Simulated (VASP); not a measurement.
Set up this calculation in VASP 6.6.1, as the native input.

| Property | Result |
| --- | --- |
| Task | single point |
| Functional | PBEsol |
| Potentials or basis | VASP PAW PBE potentials, release 64 (Mg, I) |
| Cutoff | 520 eV |
| k mesh | 6 × 6 × 2 |
| Occupations | fermi-dirac, width 0.03 eV |
| Spin | no spin polarisation |
| Dipole correction | no |
| Further INCAR settings | ALGO = Normal; EDIFF = 1e-07; NBANDS = 25 |

The structure of MgI2 lies in POSCAR:

```
MgI2
1.0
    4.0328270414      0.0000000000      0.0000000000
   -2.0164135207      3.4925306669      0.0000000000
    0.0000000000      0.0000000000     14.6923381093
Mg I
2 4
Direct
    0.3333333333      0.6666666667      0.2500000000
    0.6666666667      0.3333333333      0.7500000000
    0.6666666667      0.3333333333      0.3750009471
    0.6666666667      0.3333333333      0.1249990529
    0.3333333333      0.6666666667      0.8750009471
    0.3333333333      0.6666666667      0.6249990529
```

One way to write it, as run:

INCAR

```
SYSTEM = MgI2
PREC = Accurate
ENCUT = 520
EDIFF = 1E-7
ISMEAR = -1
SIGMA = 0.03
LREAL = .False.
LASPH = .True.
NELM = 80
ALGO = Normal
ISIF = 2
LWAVE = .False.
LCHARG = .True.
GGA = PS
LELF = .True.
LVHAR = .True.
NBANDS = 25
```

KPOINTS

```
Automatic mesh
0
Gamma
  6 6 2
  0 0 0
```

Potentials or basis: VASP PAW PBE potentials, release 64 (Mg, I).

Run with:

```sh
$ cat potpaw_PBE.64/Mg/POTCAR potpaw_PBE.64/I/POTCAR > POTCAR
$ mpirun -np 1 vasp_std > vasp.out
```

It gave:

| Property | Result |
| --- | --- |
| Pressure | 0.0 GPa |
| Largest force | 0.004 eV/Å |
| Band gap on the k mesh | 2.53 eV, indirect (least direct gap 2.69 eV) |

Caveat: the PAW data sets were made with another functional, which shifts forces and pressure a little; spin-orbit coupling is left out, which moves the levels of the heavy elements; this functional lacks dispersion, which binds the layers, so the pressure and a relaxed spacing across them are unreliable.

Run time: 120 s on 1 thread of Oxide Virtual Turin-like Processor (shared host), peak memory 0.29 GiB.
